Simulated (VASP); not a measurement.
**Ga3Sb: single point with PBEsol+D3(BJ)**

Ga3Sb:

```xyz
4
Lattice="-2.0501 2.0501 4.3833 2.0501 -2.0501 4.3833 2.0501 2.0501 -4.3833" Properties=species:S:1:pos:R:3 pbc="T T T"
Ga    0.0000    2.0501    2.1917
Ga    2.0501    0.0000    2.1917
Ga    0.0000    0.0000    4.3833
Sb    0.0000    0.0000    0.0000
```

- Program: VASP 6.6.1
- Task: single point
- Functional: PBEsol
- Dispersion: D3(BJ)
- Potentials or basis: VASP PAW PBE potentials, release 64 (Ga_d, Sb)
- Cutoff: 520 eV
- k mesh: 14 × 14 × 14
- Occupations: gaussian, width 0.1 eV
- Spin: no spin polarisation

The pressure is 4.8 GPa. The band gap on the k mesh is zero (bands 22 and 23 overlap by 5.43 eV). The dispersion energy per atom is -0.399 eV.

Levels at points of the mesh, in eV from the Fermi level:
```tsv
k point	band 18	band 19	band 20	band 21	band 22	band 23	band 24	band 25	band 26	band 27
(0.00, 0.00, 0.00)	-4.60	-2.66	-2.25	-2.25	-1.56	-0.72	-0.72	0.62	0.71	4.57
(0.50, 0.00, 0.00)	-5.79	-5.61	-1.33	-0.34	-0.34	0.02	2.05	3.09	3.49	3.75
(0.50, 0.50, 0.00)	-6.27	-5.81	-5.47	-5.10	-0.12	0.20	0.31	0.91	7.91	8.06
(0.50, 0.50, 0.50)	-3.80	-3.80	-3.66	-2.43	2.76	3.13	3.13	4.07	5.29	5.45
```

It took 21 min on 1 thread of Oxide Virtual Turin-like Processor, with other jobs on the host, peak memory 0.55 GiB.

Caveat: the cell stands under pressure; the PAW data sets were made with another functional, which shifts forces and pressure a little; spin-orbit coupling is left out, which moves the levels of the heavy elements.
